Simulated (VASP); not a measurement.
Runs of VASP 6.6.1 on RbCl. Symmetry: Fm-3m, No. 225, cubic system. The conventional cell has a = 6.611 Å, b = 6.611 Å, c = 6.611 Å, α = 90.00°, β = 90.00°, γ = 90.00°. Rb (site symmetry m-3m) has 6 Cl at 3.31 Å within 4.3 Å. Within 4.3 Å of Cl (site symmetry m-3m) lie 6 Rb at 3.31 Å. 

```csv
level,potentials or basis,k mesh,smearing,gap on the mesh (eV),pressure (GPa)
PBEsol,"VASP PAW PBE potentials, release 64 (Rb_sv, Cl)",4 × 4 × 4,gaussian 0.01 eV,4.80,-0.5
PBE,"VASP PAW PBE potentials, release 64 (Rb_sv, Cl)",2 × 2 × 2,gaussian 0.01 eV,4.93,0.8
PBEsol,"VASP PAW PBE potentials, release 64 (Rb_sv, Cl)",3 × 3 × 3,gaussian 0.01 eV,4.80,-0.5
PBEsol,"VASP PAW PBE potentials, release 64 (Rb_sv, Cl)",4 × 4 × 4,fermi-dirac 0.001 eV,4.80,-0.5
PBEsol,"VASP PAW PBE potentials, release 64 (Rb_sv, Cl)",4 × 4 × 4,fermi-dirac 0.2 eV,4.80,-0.5
PBEsol,"VASP PAW PBE potentials, release 64 (Rb_sv, Cl)",4 × 4 × 4,tetrahedron,4.80,-0.5
LDA,"VASP PAW LDA potentials, release 64 (Rb_sv, Cl)",2 × 2 × 2,gaussian 0.01 eV,(a),-1.5
```

Alike in all rows: task single point; no spin polarisation; cell as given; cutoff (eV) 500.

**Question.** Fill in the values left out.

**Answer.** (a) 4.48.

Caveats: some runs use coarse meshes; the PAW data sets were made with another functional, which shifts forces and pressure a little (at least some runs).

A k mesh can miss the band edges, and the runs leave out spin-orbit coupling on Rb.
